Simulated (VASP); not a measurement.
# MgO (Fm-3m) in VASP: single point with LDA

Aim: the single point of MgO with LDA.

All numbers are computed with VASP 6.6.1; they aren't measurements. Logs are shortened: lines on timing, memory, paths and dates and some standing lists are left out, and cuts for length are marked.

**Measured values to compare with.**

“Electronic structure of alkaline earth and post-transition metal oxides”, 2009, arxiv:0908.1581 quotes, for a bulk crystal of MgO: band gap 7.83 eV.

The runs below are set against these values where they give the same quantity.

### Step 1. The cell of the first run

Symmetry: Fm-3m, No. 225, cubic system. The conventional cell has a = 4.160 Å, b = 4.160 Å, c = 4.160 Å, α = 90.00°, β = 90.00°, γ = 90.00°. Within 2.8 Å of Mg (site symmetry m-3m) lie 6 O at 2.08 Å. O (site symmetry m-3m) has 6 Mg at 2.08 Å within 2.8 Å.

### Step 2. Single point, LDA

File INCAR:

```
SYSTEM = MgO
PREC     = Accurate       ! precision mode
ENCUT    = 840            ! plane-wave cutoff, eV
EDIFF    = 1E-6           ! SCF threshold, eV
ISMEAR   = 0              ! smearing method
SIGMA    = 0.01           ! smearing width, eV
LREAL    = .False.        ! projectors in reciprocal space
LASPH    = .True.         ! aspherical terms in the spheres
NELM     = 120            ! most SCF steps
ALGO     = Normal         ! electronic algorithm
ISIF     = 2              ! what is computed and relaxed
LWAVE    = .False.        ! write WAVECAR
LCHARG   = .False.        ! write CHGCAR
NBANDS   = 15             ! bands
GGA_COMPAT= .False.
```

File KPOINTS:

```
regular mesh
0
Gamma
  10 10 10
  0 0 0
```

File POSCAR:

```
MgO
1.0
    0.0000000000      2.0798452862      2.0798452862
    2.0798452862      0.0000000000      2.0798452862
    2.0798452862      2.0798452862      0.0000000000
Mg O
1 1
Direct
    0.0000000000      0.0000000000      0.0000000000
    0.5000000000      0.5000000000      0.5000000000
```

Potentials or basis: VASP PAW LDA potentials, release 64 (Mg_sv, O).

Launch:

```bash
$ cat potpaw_LDA.64/Mg_sv/POTCAR potpaw_LDA.64/O/POTCAR > POTCAR
$ mpirun -np 1 vasp_std > vasp.out
```

OUTCAR:

```text
SYSTEM = MgO
   PREC = Accurate
   ENCUT = 840
   EDIFF = 1E-6
   ISMEAR = 0
   LREAL = .False.
   LASPH = .True.
   NELM = 120
   ISIF = 2

 ion  position               nearest neighbor table
   1  0.000  0.000  0.000-   2 2.08   2 2.08   2 2.08   2 2.08   2 2.08   2 2.08
   2  0.500  0.500  0.500-   1 2.08   1 2.08   1 2.08   1 2.08   1 2.08   1 2.08

  LATTYP: Found a face centered cubic cell.
 ALAT       =     4.1596905724

  Lattice vectors:

 A1 = (   0.0000000000,   2.0798452862,   2.0798452862)
 A2 = (   2.0798452862,   0.0000000000,   2.0798452862)
 A3 = (   2.0798452862,   2.0798452862,   0.0000000000)

Analysis of symmetry for initial positions (statically):
=====================================================================
 Subroutine PRICEL returns:
 Original cell was already a primitive cell.

 Routine SETGRP: Setting up the symmetry group for a
 face centered cubic supercell.

 Subroutine GETGRP returns: Found 48 space group operations
 (whereof 48 operations were pure point group operations)
 out of a pool of 48 trial point group operations.

The static configuration has the point symmetry O_h .

Analysis of symmetry for dynamics (positions and initial velocities):
=====================================================================
 Subroutine PRICEL returns:
 Original cell was already a primitive cell.

 Routine SETGRP: Setting up the symmetry group for a
 face centered cubic supercell.

 Subroutine GETGRP returns: Found 48 space group operations
 (whereof 48 operations were pure point group operations)
 out of a pool of 48 trial point group operations.

The dynamic configuration has the point symmetry O_h .

 Subroutine INISYM returns: Found 48 space group operations
 (whereof 48 operations are pure point group operations),
 and found     1 'primitive' translations

----------------------------------------------------------------------------------------

                                     Primitive cell

  volume of cell :      17.9938

  direct lattice vectors                    reciprocal lattice vectors
     0.000000000  2.079845286  2.079845286    -0.240402497  0.240402497  0.240402497
     2.079845286  0.000000000  2.079845286     0.240402497 -0.240402497  0.240402497
     2.079845286  2.079845286  0.000000000     0.240402497  0.240402497 -0.240402497

  length of vectors
     2.941345411  2.941345411  2.941345411     0.416389339  0.416389339  0.416389339

  position of ions in fractional coordinates (direct lattice)
     0.000000000  0.000000000  0.000000000
     0.500000000  0.500000000  0.500000000

  ion indices of the primitive-cell ions
   primitive index   ion index
                 1           1
[... 87 lines left out ...]
   EFERMI =   0.00;   METHOD = LEGACY
   ISMEAR =     0;   SIGMA  =   0.01  broadening in eV -4-tet -1-fermi 0-gaus
   EFERMI_NEDOS =   21; number of points for ismear=-14 and -15
   IALGO  =     38    algorithm
   IMIX   =      4    mixing-type and parameters
     AMIX     =   0.40;   BMIX     =  1.00
     AMIX_MAG =   1.60;   BMIX_MAG =  1.00
  volume/ion in A,a.u.               =       9.00        60.71
  Fermi-wavevector in a.u.,A,eV,Ry     =   1.574250  2.974902 33.718831  2.478264
  Thomas-Fermi vector in A             =   2.675413
   LORBIT       =      0    0 simple, 1 ext, 2 COOP (PROOUT), +10 PAW based schemes
   GGA     = CA    functional components
   LHFCALC =     F    Hartree Fock is set to
   AEXX    =    0.0000 exact exchange contribution
   IVDW    =     0    specifies the selected vdW correction
   LEPSILON=     F    determine dielectric tensor
   LRPA    =     F    only Hartree local field effects (RPA)
 non-spin polarized calculation
 Gauss-broadening in eV      SIGMA  =   0.01
  energy-cutoff  :      840.00
  volume of cell :       17.99
 maximum number of plane-waves:      1010
   NGX = 13   NGY = 13   NGZ = 13

 number of electron      15.9999996 magnetization

 Free energy of the ion-electron system (eV)
  ---------------------------------------------------
  ext. energy  EPLUGINS =         0.00000000
  ---------------------------------------------------
  free energy    TOTEN  =       -13.23342861 eV

  energy without entropy =      -13.23342861  energy(sigma->0) =      -13.23342861

 E-fermi :   3.0677     XC(G=0): -12.1287

 val. band max:        2.8576394217   @ k =   0.0000   0.0000   0.0000
 cond. band min:       7.8990820377   @ k =   0.0000   0.0000   0.0000
 fundamental gap:      5.0414426160
 Fermi energy:         3.0676816110

 k-point     1 :       0.0000    0.0000    0.0000
  band No.  band energies     occupation
      1     -68.3579      2.00000
      2     -35.8144      2.00000
      3     -35.8144      2.00000
      4     -35.8144      2.00000
      5     -14.3263      2.00000
      6       2.8576      2.00000
      7       2.8576      2.00000
      8       2.8576      2.00000
      9       7.8991      0.00000
     10      18.5913      0.00000
     11      18.5913      0.00000
     12      18.5913      0.00000
     13      22.7191      0.00000
     14      24.3985      0.00000
[... 401 lines left out ...]
      2     -35.8889      2.00000
      3     -35.8441      2.00000
      4     -35.8411      2.00000
      5     -12.9337      2.00000
      6      -0.8786      2.00000
      7       1.4796      2.00000
      8       1.7129      2.00000
      9      12.5712      0.00000
     10      13.0002      0.00000
     11      16.5959      0.00000
     12      21.2189      0.00000
     13      21.4360      0.00000
     14      27.8803      0.00000
     15      30.3149      0.00000

 [... further k-points ...]

------------------------ aborting loop because EDIFF is reached ----------------------------------------

  FORCE on cell =-STRESS in cart. coord.  units (eV):
  Direction    XX          YY          ZZ          XY          YZ          ZX
  --------------------------------------------------------------------------------------
  -------------------------------------------------------------------------------------
  Total        0.0622842      0.0622842      0.0622842     -0.0000000      0.0000000     -0.0000000
  in kB        5.5458147      5.5458147      5.5458147     -0.0000000      0.0000000     -0.0000000
  external PRESSURE =       5.5458147 kB  Pullay stress =       0.0000000 kB

 VOLUME and BASIS-vectors are now :
 -----------------------------------------------------------------------------
  energy-cutoff  :      840.00
  volume of cell :       17.99
      direct lattice vectors                 reciprocal lattice vectors
     0.000000000  2.079845286  2.079845286    -0.240402497  0.240402497  0.240402497
     2.079845286  0.000000000  2.079845286     0.240402497 -0.240402497  0.240402497
     2.079845286  2.079845286  0.000000000     0.240402497  0.240402497 -0.240402497

 POSITION                                       TOTAL-FORCE (eV/Angst)
 -----------------------------------------------------------------------------------
      0.00000      0.00000      0.00000         0.000000      0.000000     -0.000000
      2.07985      2.07985      2.07985        -0.000000     -0.000000      0.000000
 -----------------------------------------------------------------------------------
    total drift:                                0.000000      0.000000      0.000000

  FREE ENERGIE OF THE ION-ELECTRON SYSTEM (eV)
  ---------------------------------------------------
  free  energy   TOTEN  =       -13.2334286149 eV

  energy  without entropy=      -13.2334286149  energy(sigma->0) =      -13.23342861
```

OSZICAR:

```text
N       E                     dE             d eps       ncg     rms          rms(c)
DAV:   1     0.163203190352E+03    0.16320E+03   -0.13536E+04  1410   0.178E+03
DAV:   2    -0.878038142580E+01   -0.17198E+03   -0.16272E+03  1599   0.450E+02
DAV:   3    -0.147768836672E+02   -0.59965E+01   -0.59545E+01  1919   0.794E+01
DAV:   4    -0.148616281196E+02   -0.84744E-01   -0.84738E-01  1529   0.922E+00
DAV:   5    -0.148627609302E+02   -0.11328E-02   -0.11328E-02  1879   0.885E-01    0.848E+00
DAV:   6    -0.132959544492E+02    0.15668E+01   -0.24069E+00  1515   0.150E+01    0.274E+00
DAV:   7    -0.132620341528E+02    0.33920E-01   -0.15163E-01  1662   0.339E+00    0.166E+00
DAV:   8    -0.132348515154E+02    0.27183E-01   -0.45843E-02  1711   0.213E+00    0.364E-01
DAV:   9    -0.132333964012E+02    0.14551E-02   -0.40395E-03  1543   0.564E-01    0.765E-02
DAV:  10    -0.132334346521E+02   -0.38251E-04   -0.15441E-04  1823   0.151E-01    0.314E-02
DAV:  11    -0.132334286929E+02    0.59592E-05   -0.88743E-06  1690   0.344E-02    0.449E-03
DAV:  12    -0.132334286149E+02    0.78046E-07   -0.23435E-07  1027   0.634E-03
   1 F= -.13233429E+02 E0= -.13233429E+02  d E =0.000000E+00
```

stdout:

```text
POSCAR found type information on POSCAR MgO
 POSCAR found :  2 types and       2 ions
 scaLAPACK will be used
 LDA part: xc-table for (Slater(with rela. corr.)+CA(PZ))
 , standard interpolation
 POSCAR, INCAR and KPOINTS ok, starting setup
 FFT: planning ... GRIDC
 FFT: planning ... GRID_SOFT
 FFT: planning ... GRID
 WAVECAR not read
 entering main loop
```

Wall time 14 s (1 thread of AMD EPYC 7R13 (Zen 3), shared host); peak memory 0.12 GiB.

What came out:

* Free energy: -13.2334 eV
* Pressure: 0.6 GPa
* Band gap on the k mesh: 5.04 eV

### Step 3. Comparison with measurements

Step 2. Measured gap of MgO: 7.83 eV (quoted in “Electronic structure of alkaline earth and post-transition metal oxides”, 2009, arxiv:0908.1581). This calculation gives 5.04 eV (-2.79 eV). The value is that of LDA, without temperature or zero-point motion. Semilocal functionals fall short of measured gaps as a rule.
